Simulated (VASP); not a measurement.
# Co (Fm-3m) in VASP: further runs, part 2 of 2

VASP 6.6.1. The steps go on from the part before.

## Step 5: Single point, LDA (volume scaled by 1.12)

File INCAR:

```
PREC = Accurate
ENCUT = 520
EDIFF = 1E-6
ISMEAR = -1
SIGMA = 0.1
LREAL = F
LASPH = T
NELM = 100
ALGO = Normal
ISIF = 2
LWAVE = F
LCHARG = F
GGA = CA
NBANDS = 10
```

File KPOINTS:

```
regular mesh
0
Gamma
  18 18 18
```

File POSCAR:

```
Co
1.0
    0.0000000000      1.7525806175      1.7525806175
    1.7525806175      0.0000000000      1.7525806175
    1.7525806175      1.7525806175      0.0000000000
Co
1
Direct
    0.0000000000      0.0000000000      0.0000000000
```

Potentials or basis: VASP PAW LDA potentials, release 64 (Co).

Launch:

```bash
$ cat potpaw_LDA.64/Co/POTCAR > POTCAR
$ mpirun -np 1 vasp_std > vasp.out
```

OUTCAR:

```text
PREC = Accurate
   ENCUT = 520
   EDIFF = 1E-6
   ISMEAR = -1
   LREAL = F
   LASPH = T
   NELM = 100
   ISIF = 2
   GGA = CA

 ion  position               nearest neighbor table
   1  0.000  0.000  0.000-

  LATTYP: Found a face centered cubic cell.
 ALAT       =     3.5051612350

  Lattice vectors:

 A1 = (   0.0000000000,   1.7525806175,   1.7525806175)
 A2 = (   1.7525806175,   0.0000000000,   1.7525806175)
 A3 = (   1.7525806175,   1.7525806175,   0.0000000000)

Analysis of symmetry for initial positions (statically):
=====================================================================
 Subroutine PRICEL returns:
 Original cell was already a primitive cell.

 Routine SETGRP: Setting up the symmetry group for a
 face centered cubic supercell.

 Subroutine GETGRP returns: Found 48 space group operations
 (whereof 48 operations were pure point group operations)
 out of a pool of 48 trial point group operations.

The static configuration has the point symmetry O_h .

Analysis of symmetry for dynamics (positions and initial velocities):
=====================================================================
 Subroutine PRICEL returns:
 Original cell was already a primitive cell.

 Routine SETGRP: Setting up the symmetry group for a
 face centered cubic supercell.

 Subroutine GETGRP returns: Found 48 space group operations
 (whereof 48 operations were pure point group operations)
 out of a pool of 48 trial point group operations.

The dynamic configuration has the point symmetry O_h .

 Subroutine INISYM returns: Found 48 space group operations
 (whereof 48 operations are pure point group operations),
 and found     1 'primitive' translations

----------------------------------------------------------------------------------------

                                     Primitive cell

  volume of cell :      10.7662

  direct lattice vectors                    reciprocal lattice vectors
     0.000000000  1.752580618  1.752580618    -0.285293581  0.285293581  0.285293581
     1.752580618  0.000000000  1.752580618     0.285293581 -0.285293581  0.285293581
     1.752580618  1.752580618  0.000000000     0.285293581  0.285293581 -0.285293581

  length of vectors
     2.478523278  2.478523278  2.478523278     0.494142977  0.494142977  0.494142977

  position of ions in fractional coordinates (direct lattice)
     0.000000000  0.000000000  0.000000000

  ion indices of the primitive-cell ions
   primitive index   ion index
                 1           1

----------------------------------------------------------------------------------------

 KPOINTS: regular mesh

Automatic generation of k-mesh.
 Grid dimensions read from file:
 generate k-points for:   18   18   18

 Generating k-lattice:

  Cartesian coordinates                     Fractional coordinates (reciprocal lattice)
    -0.015849643  0.015849643  0.015849643     0.055555556  0.000000000  0.000000000
     0.015849643 -0.015849643  0.015849643     0.000000000  0.055555556  0.000000000
     0.015849643  0.015849643 -0.015849643     0.000000000  0.000000000  0.055555556

  Length of vectors
     0.027452388  0.027452388  0.027452388

  Shift w.r.t. Gamma in fractional coordinates (k-lattice)
     0.000000000  0.000000000  0.000000000

 Subroutine IBZKPT returns following result:
 ===========================================

 Found    195 irreducible k-points:

 Following reciprocal coordinates:
            Coordinates               Weight
  0.000000  0.000000  0.000000      1.000000
  0.055556  0.000000  0.000000      8.000000
  0.111111  0.000000  0.000000      8.000000
  0.166667  0.000000  0.000000      8.000000
  0.222222  0.000000  0.000000      8.000000
  0.277778  0.000000  0.000000      8.000000
[... 16 lines left out ...]
 -0.277778  0.055556  0.000000     24.000000
 -0.222222  0.055556  0.000000     24.000000
 [... further k-points ...]
   k-points           NKPTS =    195   k-points in BZ     NKDIM =    195   number of bands    NBANDS=     10
   number of dos      NEDOS =    301   number of ions     NIONS =      1
   total plane-waves  NPLWV =   5832
   dimension x,y,z NGX =    18 NGY =   18 NGZ =   18
   dimension x,y,z NGXF=    36 NGYF=   36 NGZF=   36
   ions per type =               1
   NGX,Y,Z   is equivalent  to a cutoff of  12.07, 12.07, 12.07 a.u.
   NGXF,Y,Z  is equivalent  to a cutoff of  24.15, 24.15, 24.15 a.u.
 SYSTEM =  unknown system
   PREC   = accura    normal or accurate (medium, high low for compatibility)
   ISTART =      0    job   : 0-new  1-cont  2-samecut
   ICHARG =      2    charge: 1-file 2-atom 10-const
   ISPIN  =      1    spin polarized calculation?
   LNONCOLLINEAR =      F non collinear calculations
   LSORBIT =      F    spin-orbit coupling
   LASPH  =      T    aspherical Exc in radial PAW
   ENCUT  =  520.0 eV  38.22 Ry    6.18 a.u.   4.61  4.61  4.61*2*pi/ulx,y,z
   NELM   =    100;   NELMIN=  2; NELMDL= -5     # of ELM steps
   EDIFF  = 0.1E-05   stopping-criterion for ELM
   LREAL  =      F    real-space projection
   EDIFFG = 0.1E-04   stopping-criterion for IOM
   NSW    =      0    number of steps for IOM
   IBRION =     -1    ionic relax: 0-MD 1-quasi-New 2-CG
   NFREE  =      0    steps in history (QN), initial steepest desc. (CG)
   ISIF   =      2    stress and relaxation
   ISYM   =      2    0-nonsym 1-usesym 2-fastsym
   POTIM  = 0.5000    time-step for ionic-motion
   TEBEG  =    0.0;   TEEND  =   0.0 temperature during run
   PSTRESS=    0.0 pullay stress
   NELECT =       9.0000    total number of electrons
   NUPDOWN=      -1.0000    fix difference up-down
   EMIN   =  10.00;   EMAX   =-10.00  energy-range for DOS
   EFERMI =   0.00;   METHOD = LEGACY
   ISMEAR =    -1;   SIGMA  =   0.10  broadening in eV -4-tet -1-fermi 0-gaus
   EFERMI_NEDOS =   21; number of points for ismear=-14 and -15
   IALGO  =     38    algorithm
   IMIX   =      4    mixing-type and parameters
     AMIX     =   0.40;   BMIX     =  1.00
     AMIX_MAG =   1.60;   BMIX_MAG =  1.00
  volume/ion in A,a.u.               =      10.77        72.65
  Fermi-wavevector in a.u.,A,eV,Ry     =   1.542177  2.914293 32.358887  2.378311
  Thomas-Fermi vector in A             =   2.648019
   LORBIT       =      0    0 simple, 1 ext, 2 COOP (PROOUT), +10 PAW based schemes
   GGA     = CA    functional components
   LHFCALC =     F    Hartree Fock is set to
   AEXX    =    0.0000 exact exchange contribution
   IVDW    =     0    specifies the selected vdW correction
   LEPSILON=     F    determine dielectric tensor
   LRPA    =     F    only Hartree local field effects (RPA)
 non-spin polarized calculation
  energy-cutoff  :      520.00
  volume of cell :       10.77
 maximum number of plane-waves:       303
   NGX =  9   NGY =  9   NGZ =  9

 number of electron       8.9999997 magnetization

 Free energy of the ion-electron system (eV)
  ---------------------------------------------------
  ext. energy  EPLUGINS =         0.00000000
  ---------------------------------------------------
  free energy    TOTEN  =        -7.98087514 eV

  energy without entropy =       -7.89945083  energy(sigma->0) =       -7.94016298

 E-fermi :   9.9120     XC(G=0): -13.7992

 val. band max:        9.9091740868   @ k =  -0.3333   0.3333   0.0000
 cond. band min:       9.9170989312   @ k =  -0.3889   0.5000   0.1111
 fundamental gap:      0.0079248445
 Fermi energy:         9.9120300637

 k-point     1 :       0.0000    0.0000    0.0000
  band No.  band energies     occupation
      1       1.1436      2.00000
      2       8.0929      2.00000
      3       8.0929      2.00000
      4       8.0929      2.00000
      5       9.3967      1.98850
      6       9.3967      1.98850
      7      33.1772      0.00000
      8      37.7083      0.00000
      9      37.7083      0.00000
     10      37.7083      0.00000

 k-point     2 :       0.0556    0.0000    0.0000
  band No.  band energies     occupation
      1       1.2675      2.00000
      2       8.0539      2.00000
      3       8.1247      2.00000
      4       8.1247      2.00000
      5       9.3822      1.99005
      6       9.3822      1.99005
      7      32.9464      0.00000
      8      36.2000      0.00000
      9      37.5002      0.00000
     10      37.5002      0.00000
[... 274 lines left out ...]
 k-point    24 :      -0.2222    0.0556    0.0000
  band No.  band energies     occupation
      1       3.3556      2.00000
      2       7.6195      2.00000
      3       8.3300      2.00000
      4       8.3910      2.00000
      5       9.2931      1.99590
      6       9.6695      1.83742
      7      25.6285      0.00000
      8      32.2340      0.00000
      9      35.5462      0.00000
     10      37.9728      0.00000

 [... further k-points ...]

------------------------ aborting loop because EDIFF is reached ----------------------------------------

  FORCE on cell =-STRESS in cart. coord.  units (eV):
  Direction    XX          YY          ZZ          XY          YZ          ZX
  --------------------------------------------------------------------------------------
  -------------------------------------------------------------------------------------
  Total       -1.8282499     -1.8282499     -1.8282499      0.0000000      0.0000000      0.0000000
  in kB     -272.0709281   -272.0709281   -272.0709281      0.0000000      0.0000000      0.0000000
  external PRESSURE =    -272.0709281 kB  Pullay stress =       0.0000000 kB

 VOLUME and BASIS-vectors are now :
 -----------------------------------------------------------------------------
  energy-cutoff  :      520.00
  volume of cell :       10.77
      direct lattice vectors                 reciprocal lattice vectors
     0.000000000  1.752580618  1.752580618    -0.285293581  0.285293581  0.285293581
     1.752580618  0.000000000  1.752580618     0.285293581 -0.285293581  0.285293581
     1.752580618  1.752580618  0.000000000     0.285293581  0.285293581 -0.285293581

 POSITION                                       TOTAL-FORCE (eV/Angst)
 -----------------------------------------------------------------------------------
      0.00000      0.00000      0.00000         0.000000      0.000000      0.000000
 -----------------------------------------------------------------------------------
    total drift:                                0.000000     -0.000000     -0.000000

  FREE ENERGIE OF THE ION-ELECTRON SYSTEM (eV)
  ---------------------------------------------------
  free  energy   TOTEN  =        -7.9808751390 eV

  energy  without entropy=       -7.8994508302  energy(sigma->0) =       -7.94016298
```

OSZICAR:

```text
N       E                     dE             d eps       ncg     rms          rms(c)
DAV:   1     0.213461485977E+02    0.21346E+02   -0.40828E+03  3980   0.107E+03
DAV:   2    -0.865826320944E+01   -0.30004E+02   -0.28712E+02  3980   0.152E+02
DAV:   3    -0.937959825923E+01   -0.72134E+00   -0.71439E+00  4356   0.297E+01
DAV:   4    -0.938886564633E+01   -0.92674E-02   -0.92642E-02  4546   0.298E+00
DAV:   5    -0.938912876058E+01   -0.26311E-03   -0.26311E-03  4612   0.450E-01    0.104E+01
DAV:   6    -0.830381715280E+01    0.10853E+01   -0.17951E+01  4268   0.628E+01    0.452E+00
DAV:   7    -0.800295538511E+01    0.30086E+00   -0.24691E+00  4300   0.221E+01    0.113E+00
DAV:   8    -0.798489404820E+01    0.18061E-01   -0.23007E-02  5736   0.151E+00    0.405E-01
DAV:   9    -0.798090248996E+01    0.39916E-02   -0.34025E-03  5804   0.408E-01    0.626E-02
DAV:  10    -0.798087103939E+01    0.31451E-04   -0.47409E-05  5488   0.545E-02    0.467E-02
DAV:  11    -0.798087516296E+01   -0.41236E-05   -0.29104E-06  2930   0.130E-02    0.216E-03
DAV:  12    -0.798087513901E+01    0.23947E-07   -0.20711E-07  2046   0.426E-03
   1 F= -.79808751E+01 E0= -.79401630E+01  d E =-.814243E-01
```

Run time: 11 s. Hardware: 1 thread of Intel Xeon Platinum 8375C at 2.90GHz (Ice Lake), shared host; peak memory 0.13 GiB.

Results:

- Free energy: -7.9809 eV
- Pressure: -27.2 GPa

Caveat: the run has no spin polarisation, though such a crystal can be magnetic. Spin polarisation is off, so any magnetic state and its effect on volume and gap are missing.

## Step 6: Overview

| cell | gap on the mesh (eV) | pressure (GPa) |
| --- | --- | --- |
| a = 2.387 Å, angles 60.0°, 1 atom | none | -0.9 |
| a = 2.418 Å, angles 60.0°, 1 atom | none | -11.8 |
| a = 2.449 Å, angles 60.0°, 1 atom | none | -20.4 |
| a = 2.479 Å, angles 60.0°, 1 atom | none | -27.2 |

Alike in all rows: task single point; level LDA; potentials or basis VASP PAW LDA potentials, release 64 (Co); no spin polarisation; k mesh 18 × 18 × 18; cutoff (eV) 520; smearing fermi-dirac 0.1 eV.

Caveats: the run has no spin polarisation, though such a crystal can be magnetic.

Absolute energies hang on the potentials; compare differences alone.
